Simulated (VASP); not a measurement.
A run of VASP 6.6.1:

INCAR

```
SYSTEM = Sn2Ir
ALGO = Normal
EDIFF = 1E-6
ENCUT = 520
GGA = PS
ISIF = 2
ISMEAR = 1
LASPH = .TRUE.
LCHARG = .FALSE.
LREAL = .FALSE.
LWAVE = .FALSE.
NBANDS = 26
NELM = 60
PREC = Accurate
SIGMA = 0.15
```

The input KPOINTS:

```
k-points
0
G
  8 8 8
  0 0 0
```

POSCAR

```
Sn2Ir
1.0
    0.0000000000      3.1732769465      3.1732769465
    3.1732769465      0.0000000000      3.1732769465
    3.1732769465      3.1732769465      0.0000000000
Sn Ir
2 1
Direct
    0.2500000000      0.2500000000      0.2500000000
    0.7500000000      0.7500000000      0.7500000000
    0.0000000000      0.0000000000      0.0000000000
```

Potentials or basis: VASP PAW PBE potentials, release 64 (Sn_d, Ir).

Run with:

```sh
$ cat potpaw_PBE.64/Sn_d/POTCAR potpaw_PBE.64/Ir/POTCAR > POTCAR
$ mpirun -np 1 vasp_std > vasp.out
```

Hardware: 1 thread of Intel(R) Xeon(R) 6975P-C (Granite Rapids), with other jobs on the host.

Question: How long does it take, and how much memory?

Answer: Wall time 20 s on 1 thread of Intel(R) Xeon(R) 6975P-C (Granite Rapids), on a shared host, peak memory 0.22 GiB. Counts: scf iterations 13, k points 29.
